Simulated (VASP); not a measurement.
A run of VASP 6.6.1 is set up as follows.

Contents of POSCAR:

```
ZrH
1.0
    3.2355806758      0.0000000000      0.0000000000
    0.0000000000      3.2355806758      0.0000000000
    0.0000000000      0.0000000000      5.0014745703
Zr H
2 2
Direct
    0.0000000000      0.5000000000      0.5000000000
    0.5000000000      0.0000000000      0.0000000000
    0.5000000000      0.5000000000      0.2500000000
    0.5000000000      0.5000000000      0.7500000000
```

File INCAR.step1:

```
SYSTEM = ZrH
PREC = Accurate
ENCUT = 520
ISMEAR = -1
SIGMA = 0.08
LREAL = .FALSE.
LASPH = .TRUE.
NELM = 100
NBANDS = 21
GGA = PE
ALGO = Normal
EDIFF = 1E-4
LWAVE = .TRUE.
LCHARG = .FALSE.
```

INCAR.step2

```
SYSTEM = ZrH
PREC = Accurate
ENCUT = 520
EDIFF = 1E-8
ISMEAR = -1
SIGMA = 0.08
LREAL = .FALSE.
LASPH = .TRUE.
NELM = 100
ALGO = Normal
ISIF = 2
LWAVE = .FALSE.
LCHARG = .FALSE.
METAGGA = R2SCAN
LMIXTAU = .TRUE.
LEFG = .TRUE.
NBANDS = 21
ISTART = 1
```

KPOINTS

```
Automatic mesh
0
G
  10 10 7
  0 0 0
```

Potentials or basis: VASP PAW PBE potentials, release 64 (Zr_sv, H).

Run with:

```console
$ cat potpaw_PBE.64/Zr_sv/POTCAR potpaw_PBE.64/H/POTCAR > POTCAR
$ cp INCAR.step1 INCAR
$ mpirun -np 1 vasp_std > vasp.out
$ cp INCAR.step2 INCAR
$ mpirun -np 1 vasp_std > vasp.out
```

Q: Predict the band gap on the k mesh.

A: Zero (bands 13 and 14 overlap by 0.73 eV).

Q: Predict the pressure.

A: 0.2 GPa.

Electric field gradients, principal values (V/Å²):
| atom | least | middle | greatest (by size) |
| --- | --- | --- | --- |
| 1 Zr | -34.050 | -35.158 | 69.207 |
| 2 Zr | -34.050 | -35.158 | 69.207 |
| 3 H | -0.504 | -0.504 | 1.009 |
| 4 H | -0.504 | -0.504 | 1.009 |

Caveat: without QUAD_EFG the Cq values of the log hold for a quadrupole moment of 1 mb, not for the nuclei; the PAW data sets were made with another functional, which shifts forces and pressure a little.
